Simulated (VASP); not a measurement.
A run of VASP 6.6.1 is set up as follows.

File INCAR:

```
PREC = Accurate
ENCUT = 520
EDIFF = 1E-6
ISMEAR = 0
SIGMA = 0.05
LREAL = False
LASPH = True
NELM = 100
ALGO = Normal
ISIF = 2
LWAVE = False
LCHARG = False
GGA = PE
NBANDS = 16
```

KPOINTS

```
Automatic mesh
0
Gamma
  12 12 6
```

The input POSCAR:

```
BN
1.0
    2.5539396017      0.0000000000      0.0000000000
   -1.2769698009      2.2117765748      0.0000000000
    0.0000000000      0.0000000000      4.2268550000
B N
2 2
Direct
    0.5492010853      0.3333333333      0.9287492445
    0.3333333333      0.6666666667      0.4997240000
    0.6666666667      0.3333333333      0.6252760000
    0.3333333333      0.6666666667      0.1252760000
```

Potentials or basis: VASP PAW PBE potentials, release 64 (B, N).

Run with:

```sh
$ cat potpaw_PBE.64/B/POTCAR potpaw_PBE.64/N/POTCAR > POTCAR
$ mpirun -np 1 vasp_std > vasp.out
```

Question: Predict the band gap on the k mesh.

Answer: 1.01 eV (least direct gap 4.10 eV).

Question: Predict the largest force.

Answer: 13.729 eV/Å.

Question: Predict the pressure.

Answer: 22.7 GPa.

Forces on the atoms (eV/Å):
```
B    2.058 -1.321 13.510
B   -0.058  0.105 -3.885
N   -0.217 -0.021 -6.908
N   -1.784  1.237 -2.717
```

Caveat: the cell differs from its parent crystal (atom 1 (B) moved by (-0.300, -0.300) A along x and z); the stress differs along the axes, from 12 to 33 GPa; forces of over 1 eV/Å act on the atoms, so gaps and moduli don't describe the material at rest. A k mesh can miss the band edges.
